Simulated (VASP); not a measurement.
A run of VASP 6.6.1 is set up as follows.

The input INCAR:

```
SYSTEM = MgO
PREC     = Accurate       ! precision mode
ENCUT    = 840            ! plane-wave cutoff, eV
EDIFF    = 1E-6           ! SCF threshold, eV
ISMEAR   = -1             ! smearing method
SIGMA    = 0.0134         ! smearing width, eV
LREAL    = .FALSE.        ! projectors in reciprocal space
LASPH    = .TRUE.         ! aspherical terms in the spheres
NELM     = 120            ! most SCF steps
ALGO     = Normal         ! electronic algorithm
ISIF     = 2              ! what is computed and relaxed
LWAVE    = .FALSE.        ! write WAVECAR
LCHARG   = .FALSE.        ! write CHGCAR
GGA      = PE             ! functional
NBANDS   = 15             ! bands
GGA_COMPAT= .FALSE.
```

KPOINTS

```
regular mesh
0
G
  7 7 7
  0 0 0
```

Contents of POSCAR:

```
MgO
1.0
    0.0000000000      2.1944256300      2.1944256300
    2.1944256300      0.0000000000      2.1944256300
    2.1944256300      2.1944256300      0.0000000000
Mg O
1 1
Direct
    0.0000000000      0.0000000000      0.0000000000
    0.5000000000      0.5000000000      0.5000000000
```

Potentials or basis: VASP PAW PBE potentials, release 64 (Mg_sv, O).

The run is started by

```console
$ cat potpaw_PBE.64/Mg_sv/POTCAR potpaw_PBE.64/O/POTCAR > POTCAR
$ mpirun -np 1 vasp_std > vasp.out
```

Problem. What does it give for the band gap on the k mesh?

Solution. 3.63 eV.

Problem. What does it give for the pressure?

Solution. -11.6 GPa.

Caveat: the cell stands under tension. Expect the measured gap to be larger: semilocal functionals such as PBE lack the derivative discontinuity.
